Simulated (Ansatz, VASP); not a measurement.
# Two plane-wave programs on ScSi

```
CELL_PARAMETERS angstrom
1.99696 -4.95349 0.00000
1.99696 4.95349 0.00000
0.00000 0.00000 3.66745
ATOMIC_POSITIONS crystal
Sc 0.13921 0.86079 0.75000
Sc 0.86079 0.13921 0.25000
Si 0.41944 0.58056 0.75000
Si 0.58056 0.41944 0.25000
```

Alike in both runs: task electric field gradients; functional LDA; k mesh 9 × 9 × 9; occupations fermi-dirac, width 0.03 eV; no spin polarisation.

|  | VASP | Ansatz |
| --- | --- | --- |
| version | VASP 6.6.1 | Ansatz 0.2.0 |
| potentials or method | VASP PAW LDA potentials, release 64 (Sc_sv, Si) | PAW with Ansatz's default frozen-core files, scalar-relativistic |
| plane-wave cutoff (eV) | 520 | 420 |
| valence electrons in the cell | 30 | 30 |

Ansatz gave:

| Quantity | Value |
| --- | --- |
| pressure (GPa) | -5.6 |
| traceless stress, the component that is largest in VASP (GPa) | 0.24 |
| rms of the force components (eV/Å) | 0.041 |
| size of Vzz on the site where it differs most (V/Å²) | 20.9 |

Which values does VASP return?

Pressure (GPa): -5.4; traceless stress, the component that is largest in VASP (GPa): 0.22; rms of the force components (eV/Å): 0.037; size of Vzz on the site where it differs most (V/Å²): 20.2.

LDA's correlation is that of Perdew and Zunger in VASP and of Perdew and Wang (1992) in Ansatz. Atom by atom the forces differ by 0.005 eV/Å (rms over components).
